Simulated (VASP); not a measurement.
# Be6Tl in VASP: notebook

The runs below take Be6Tl through single point, with PBE.

Program: VASP 6.6.1. These are calculated values, not measurements. Logs are shortened: lines on timing, memory, paths and dates and some standing lists are left out, and cuts for length are marked.

### 1 The cell of the first run

The structure is monoclinic, space group Cm (No. 8). Conventional cell: a = 10.905 Å, b = 4.154 Å, c = 3.671 Å, α = 90.00°, β = 104.05°, γ = 90.00°. Within 2.8 Å of Be (site symmetry m) lie 6 Be at 2.12 to 2.43 Å and 2 Tl at 2.72 Å. Within 2.7 Å of Be (site symmetry m) lie 8 Be at 2.01 to 2.50 Å and 2 Tl at 2.67 Å. Be (site symmetry m) has 9 Be at 2.01 to 2.43 Å and 1 Tl at 2.47 Å within 2.7 Å. Be (site symmetry m) has 9 Be at 2.12 to 2.34 Å and 1 Tl at 2.57 Å within 2.8 Å. Be (site symmetry 1) has 9 Be at 2.05 to 2.50 Å within 2.7 Å. Within 3.3 Å of Tl (site symmetry m) lie 13 Be at 2.47 to 3.15 Å.

### 2 Single point, PBE

The input, INCAR:

```
SYSTEM = Be6Tl
PREC = Accurate
ENCUT = 520
EDIFF = 1E-7
ISMEAR = 0
SIGMA = 0.1
LREAL = .FALSE.
LASPH = .TRUE.
NELM = 60
ALGO = Normal
ISIF = 2
LWAVE = .FALSE.
LCHARG = .FALSE.
GGA = PE
NBANDS = 22
```

The input, KPOINTS:

```
Automatic mesh
0
G
  4 4 6
  0 0 0
```

The input, POSCAR:

```
Be6Tl
1.0
    5.4523698371     -2.0769252331      0.0000000000
    5.4523698371      2.0769252331      0.0000000000
   -0.8908800365      0.0000000000      3.5608199570
Be Tl
6 1
Direct
    0.4048676750      0.4048676750      0.3487818863
    0.6161847300      0.6161847300      0.3784367238
    0.8056821770      0.8056821770      0.4688804466
    0.2185302748      0.2185302748      0.4263914834
    0.4844403023      0.9770501709      0.9362633466
    0.9770501709      0.4844403023      0.9362633466
    0.9929206596      0.9929206596      0.0049752852
```

Potentials or basis: VASP PAW PBE potentials, release 64 (Be, Tl_d).

Command:

```bash
$ cat potpaw_PBE.64/Be/POTCAR potpaw_PBE.64/Tl_d/POTCAR > POTCAR
$ mpirun -np 1 vasp_std > vasp.out
```

OUTCAR:

```text
SYSTEM = Be6Tl
   PREC = Accurate
   ENCUT = 520
   EDIFF = 1E-7
   ISMEAR = 0
   LREAL = .FALSE.
   LASPH = .TRUE.
   NELM = 60
   ISIF = 2
   GGA = PE

 ion  position               nearest neighbor table
   1  0.405  0.405  0.349-   4 2.12   2 2.28   5 2.37   6 2.37   7 2.72   7 2.72   7 3.15   7 3.15

   2  0.616  0.616  0.378-   3 2.01   1 2.28   4 2.34   4 2.34   5 2.36   6 2.36   7 2.67   7 2.67

   3  0.806  0.806  0.469-   2 2.01   5 2.18   6 2.18   4 2.27   4 2.27   5 2.31   6 2.31   7 2.47
                             7 2.96
   4  0.219  0.219  0.426-   5 2.12   6 2.12   1 2.12   6 2.12   5 2.12   3 2.27   3 2.27   2 2.34
                             2 2.34   7 2.57
   5  0.484  0.977  0.936-   6 2.05   6 2.11   4 2.12   4 2.12   3 2.18   3 2.31   2 2.36   1 2.37
                             7 2.87   7 2.99
   6  0.977  0.484  0.936-   5 2.05   5 2.11   4 2.12   4 2.12   3 2.18   3 2.31   2 2.36   1 2.37
                             7 2.87   7 2.99
   7  0.993  0.993  0.005-   3 2.47   4 2.57   2 2.67   2 2.67   1 2.72   1 2.72   6 2.87   5 2.87
                             3 2.96   6 2.99   5 2.99   1 3.15   1 3.15

  LATTYP: Found a base centered monoclinic cell.
 ALAT       =    10.9047396742
 B/A-ratio  =     0.3809215617
 C/A-ratio  =     0.3366034486
 COS(beta)  =    -0.2427087109

  Lattice vectors:

 A1 = (   5.4523698371,  -2.0769252331,   0.0000000000)
 A2 = (   5.4523698371,   2.0769252331,   0.0000000000)
 A3 = (  -0.8908800365,   0.0000000000,   3.5608199570)

Analysis of symmetry for initial positions (statically):
=====================================================================
 Subroutine PRICEL returns:
 Original cell was already a primitive cell.

 Routine SETGRP: Setting up the symmetry group for a
 base centered monoclinic supercell.

 Subroutine GETGRP returns: Found  2 space group operations
 (whereof  2 operations were pure point group operations)
 out of a pool of  4 trial point group operations.

The static configuration has the point symmetry C_1h.

Analysis of symmetry for dynamics (positions and initial velocities):
=====================================================================
 Subroutine PRICEL returns:
 Original cell was already a primitive cell.

 Routine SETGRP: Setting up the symmetry group for a
 base centered monoclinic supercell.

 Subroutine GETGRP returns: Found  2 space group operations
 (whereof  2 operations were pure point group operations)
 out of a pool of  4 trial point group operations.

The dynamic configuration has the point symmetry C_1h.

 Subroutine INISYM returns: Found  2 space group operations
 (whereof  2 operations are pure point group operations),
 and found     1 'primitive' translations

----------------------------------------------------------------------------------------

                                     Primitive cell

  volume of cell :      80.6466

  direct lattice vectors                    reciprocal lattice vectors
     5.452369837 -2.076925233  0.000000000     0.091703244 -0.240740491  0.022943196
     5.452369837  2.076925233  0.000000000     0.091703244  0.240740491  0.022943196
    -0.890880037  0.000000000  3.560819957     0.000000000  0.000000000  0.280834193

  length of vectors
     5.834548420  5.834548420  3.670572981     0.258634605  0.258634605  0.280834193

  position of ions in fractional coordinates (direct lattice)
     0.404867675  0.404867675  0.348781886
     0.616184730  0.616184730  0.378436724
     0.805682177  0.805682177  0.468880447
     0.218530275  0.218530275  0.426391483
     0.484440302  0.977050171  0.936263347
     0.977050171  0.484440302  0.936263347
     0.992920660  0.992920660  0.004975285

  ion indices of the primitive-cell ions
   primitive index   ion index
                 1           1
                 2           2
                 3           3
                 4           4
                 5           5
                 6           6
                 7           7

----------------------------------------------------------------------------------------

 KPOINTS: Automatic mesh

Automatic generation of k-mesh.
 Grid dimensions read from file:
 generate k-points for:    4    4    6

 Generating k-lattice:

  Cartesian coordinates                     Fractional coordinates (reciprocal lattice)
     0.022925811 -0.060185123  0.005735799     0.250000000 -0.000000000  0.000000000
     0.022925811  0.060185123  0.005735799    -0.000000000  0.250000000  0.000000000
     0.000000000  0.000000000  0.046805699     0.000000000  0.000000000  0.166666667

  Length of vectors
     0.064658651  0.064658651  0.046805699

  Shift w.r.t. Gamma in fractional coordinates (k-lattice)
     0.000000000  0.000000000  0.000000000

 Subroutine IBZKPT returns following result:
 ===========================================

 Found     34 irreducible k-points:

 Following reciprocal coordinates:
            Coordinates               Weight
  0.000000  0.000000  0.000000      1.000000
  0.250000  0.000000  0.000000      4.000000
  0.500000  0.000000  0.000000      2.000000
  0.250000  0.250000  0.000000      2.000000
  0.500000  0.250000  0.000000      4.000000
 -0.250000  0.250000  0.000000      2.000000
[... 16 lines left out ...]
  0.500000  0.250000  0.333333      4.000000
 -0.250000  0.250000  0.333333      4.000000
 [... further k-points ...]
   k-points           NKPTS =     34   k-points in BZ     NKDIM =     34   number of bands    NBANDS=     22
   number of dos      NEDOS =    301   number of ions     NIONS =      7
   total plane-waves  NPLWV =  64512
   dimension x,y,z NGX =    48 NGY =   48 NGZ =   28
   dimension x,y,z NGXF=    96 NGYF=   96 NGZF=   56
   ions per type =               6   1
   NGX,Y,Z   is equivalent  to a cutoff of  13.68, 13.68, 12.68 a.u.
   NGXF,Y,Z  is equivalent  to a cutoff of  27.35, 27.35, 25.36 a.u.
 SYSTEM =  Be6Tl
   PREC   = accura    normal or accurate (medium, high low for compatibility)
   ISTART =      0    job   : 0-new  1-cont  2-samecut
   ICHARG =      2    charge: 1-file 2-atom 10-const
   ISPIN  =      1    spin polarized calculation?
   LNONCOLLINEAR =      F non collinear calculations
   LSORBIT =      F    spin-orbit coupling
   LASPH  =      T    aspherical Exc in radial PAW
   ENCUT  =  520.0 eV  38.22 Ry    6.18 a.u.  10.85 10.85  6.82*2*pi/ulx,y,z
   NELM   =     60;   NELMIN=  2; NELMDL= -5     # of ELM steps
   EDIFF  = 0.1E-06   stopping-criterion for ELM
   LREAL  =      F    real-space projection
   EDIFFG = 0.1E-05   stopping-criterion for IOM
   NSW    =      0    number of steps for IOM
   IBRION =     -1    ionic relax: 0-MD 1-quasi-New 2-CG
   NFREE  =      0    steps in history (QN), initial steepest desc. (CG)
   ISIF   =      2    stress and relaxation
   ISYM   =      2    0-nonsym 1-usesym 2-fastsym
   POTIM  = 0.5000    time-step for ionic-motion
   TEBEG  =    0.0;   TEEND  =   0.0 temperature during run
   PSTRESS=    0.0 pullay stress
   NELECT =      25.0000    total number of electrons
   NUPDOWN=      -1.0000    fix difference up-down
   EMIN   =  10.00;   EMAX   =-10.00  energy-range for DOS
   EFERMI =   0.00;   METHOD = LEGACY
   ISMEAR =     0;   SIGMA  =   0.10  broadening in eV -4-tet -1-fermi 0-gaus
   EFERMI_NEDOS =   21; number of points for ismear=-14 and -15
   IALGO  =     38    algorithm
   IMIX   =      4    mixing-type and parameters
     AMIX     =   0.40;   BMIX     =  1.00
     AMIX_MAG =   1.60;   BMIX_MAG =  1.00
  volume/ion in A,a.u.               =      11.52        77.75
  Fermi-wavevector in a.u.,A,eV,Ry     =   1.107965  2.093751 16.702333  1.227587
  Thomas-Fermi vector in A             =   2.244486
   LORBIT       =      0    0 simple, 1 ext, 2 COOP (PROOUT), +10 PAW based schemes
   GGA     = PE    functional components
   LHFCALC =     F    Hartree Fock is set to
   AEXX    =    0.0000 exact exchange contribution
   IVDW    =     0    specifies the selected vdW correction
   LEPSILON=     F    determine dielectric tensor
   LRPA    =     F    only Hartree local field effects (RPA)
 non-spin polarized calculation
 Gauss-broadening in eV      SIGMA  =   0.10
  energy-cutoff  :      520.00
  volume of cell :       80.65
 maximum number of plane-waves:      2186
 NGX is ok and might be reduce to    48
   NGX = 21   NGY = 21   NGZ = 13

 number of electron      25.0000001 magnetization

 Free energy of the ion-electron system (eV)
  ---------------------------------------------------
  ext. energy  EPLUGINS =         0.00000000
  ---------------------------------------------------
  free energy    TOTEN  =       -22.34726862 eV

  energy without entropy =      -22.34224709  energy(sigma->0) =      -22.34475786

 E-fermi :   6.3208     XC(G=0): -10.2875

 val. band max:        6.2718906486   @ k =   0.5000   0.5000   0.0000
 cond. band min:       6.3676374193   @ k =   0.5000   0.2500   0.0000
 fundamental gap:      0.0957467707
 Fermi energy:         6.3207867081

 k-point     1 :       0.0000    0.0000    0.0000
  band No.  band energies     occupation
      1      -5.7807      2.00000
      2      -5.6824      2.00000
      3      -5.5904      2.00000
      4      -5.5296      2.00000
      5      -5.4175      2.00000
      6      -4.3010      2.00000
[... 14 lines left out ...]
     21      13.4547      0.00000
     22      13.8966      0.00000

 k-point     2 :       0.2500    0.0000    0.0000
  band No.  band energies     occupation
      1      -5.7501      2.00000
      2      -5.6521      2.00000
      3      -5.6307      2.00000
      4      -5.5104      2.00000
      5      -5.4439      2.00000
      6      -3.7768      2.00000
[... 14 lines left out ...]
     21      13.5984      0.00000
     22      14.4517      0.00000

 k-point     3 :       0.5000    0.0000    0.0000
  band No.  band energies     occupation
      1      -5.7301      2.00000
      2      -5.6708      2.00000
      3      -5.6235      2.00000
      4      -5.4817      2.00000
      5      -5.4716      2.00000
      6      -2.6205      2.00000
[... 14 lines left out ...]
     21      13.7087      0.00000
     22      14.2219      0.00000

 k-point     4 :       0.2500    0.2500    0.0000
  band No.  band energies     occupation
      1      -5.7595      2.00000
      2      -5.6824      2.00000
      3      -5.5853      2.00000
      4      -5.5307      2.00000
      5      -5.4178      2.00000
      6      -4.0312      2.00000
[... 14 lines left out ...]
     21      12.1886      0.00000
     22      13.1089      0.00000

 k-point     5 :       0.5000    0.2500    0.0000
  band No.  band energies     occupation
      1      -5.7303      2.00000
      2      -5.6518      2.00000
      3      -5.6296      2.00000
      4      -5.5104      2.00000
      5      -5.4435      2.00000
      6      -3.2294      2.00000
[... 417 lines left out ...]
 k-point    22 :       0.2500    0.2500    0.3333
  band No.  band energies     occupation
      1      -5.7709      2.00000
      2      -5.6384      2.00000
      3      -5.5752      2.00000
      4      -5.5205      2.00000
      5      -5.4877      2.00000
      6      -2.6479      2.00000
[... 14 lines left out ...]
     21      12.0296      0.00000
     22      12.1547      0.00000

 k-point    23 :       0.5000    0.2500    0.3333
  band No.  band energies     occupation
      1      -5.7690      2.00000
      2      -5.6244      2.00000
      3      -5.6073      2.00000
      4      -5.5613      2.00000
      5      -5.4270      2.00000
      6      -1.7877      2.00000
[... 14 lines left out ...]
     21      13.7736      0.00000
     22      14.2870      0.00000

 k-point    24 :      -0.2500    0.2500    0.3333
  band No.  band energies     occupation
      1      -5.7559      2.00000
      2      -5.6643      2.00000
      3      -5.6076      2.00000
      4      -5.5943      2.00000
      5      -5.3626      2.00000
      6      -1.6176      2.00000
[... 14 lines left out ...]
     21      14.7284      0.00000
     22      15.5843      0.00000

 [... further k-points ...]

------------------------ aborting loop because EDIFF is reached ----------------------------------------

  FORCE on cell =-STRESS in cart. coord.  units (eV):
  Direction    XX          YY          ZZ          XY          YZ          ZX
  --------------------------------------------------------------------------------------
  -------------------------------------------------------------------------------------
  Total        0.4684256     -0.9347228      0.3891469      0.0000000      0.0000000      0.2532284
  in kB        9.3060431    -18.5698011      7.7310415      0.0000000      0.0000000      5.0307963
  external PRESSURE =      -0.5109055 kB  Pullay stress =       0.0000000 kB

 VOLUME and BASIS-vectors are now :
 -----------------------------------------------------------------------------
  energy-cutoff  :      520.00
  volume of cell :       80.65
      direct lattice vectors                 reciprocal lattice vectors
     5.452369837 -2.076925233  0.000000000     0.091703244 -0.240740491  0.022943196
     5.452369837  2.076925233  0.000000000     0.091703244  0.240740491  0.022943196
    -0.890880037  0.000000000  3.560819957     0.000000000  0.000000000  0.280834193

 POSITION                                       TOTAL-FORCE (eV/Angst)
 -----------------------------------------------------------------------------------
      4.10425      0.00000      1.24195        -0.008607      0.000000      0.021894
      6.38219      0.00000      1.34755         0.003492      0.000000      0.036287
      8.36804      0.00000      1.66960         0.042357      0.000000      0.007177
      2.00315      0.00000      1.51830        -0.027098      0.000000      0.005817
      7.13449      1.02311      3.33387        -0.000844      0.021094     -0.037908
      7.13449     -1.02311      3.33387        -0.000844     -0.021094     -0.037908
     10.82311      0.00000      0.01772        -0.008457      0.000000      0.004640
 -----------------------------------------------------------------------------------
    total drift:                               -0.000157     -0.000000     -0.000069

  FREE ENERGIE OF THE ION-ELECTRON SYSTEM (eV)
  ---------------------------------------------------
  free  energy   TOTEN  =       -22.3472686249 eV

  energy  without entropy=      -22.3422470928  energy(sigma->0) =      -22.34475786
```

Wall time 2 min (1 thread of Oxide Virtual Turin-like, shared host); peak memory 0.22 GiB.

What came out:

```
Free energy   : -22.3473 eV
Pressure      : -0.1 GPa
Largest force : 0.043 eV/Å
```

Forces in eV/Å, atoms in the order of the input:
```
Be  -0.009  0.000  0.022
Be   0.003  0.000  0.036
Be   0.042  0.000  0.007
Be  -0.027  0.000  0.006
Be  -0.001  0.021 -0.038
Be  -0.001 -0.021 -0.038
Tl  -0.008  0.000  0.005
```

Stress tensor (GPa, compression positive):
```
 0.93  0.00  0.50
 0.00 -1.86  0.00
 0.50  0.00  0.77
```

Levels at points of the mesh, in eV from the Fermi level:
```
           k point  band 10  band 11  band 12  band 13  band 14  band 15
(0.00, 0.00, 0.00)    -2.73    -2.52    -1.45     0.41     1.17     2.65
(0.50, 0.00, 0.00)    -2.36    -0.85    -0.57     0.63     1.69     2.16
(0.50, 0.50, 0.00)    -2.48    -0.30    -0.05     0.71     1.64     2.14
(0.00, 0.00, 0.50)    -2.69    -2.57    -2.06    -0.24     0.64     2.32
(0.50, 0.00, 0.50)    -4.36    -3.76    -2.30    -1.48    -0.56     0.96
(0.50, 0.50, 0.50)    -2.70    -2.47    -0.72     0.72     1.58     1.97
```

Caveat: the k points lie up to 0.41 Å⁻¹ apart; spin-orbit coupling is left out, which moves the levels of the heavy elements.

[end of part 1 of 2]
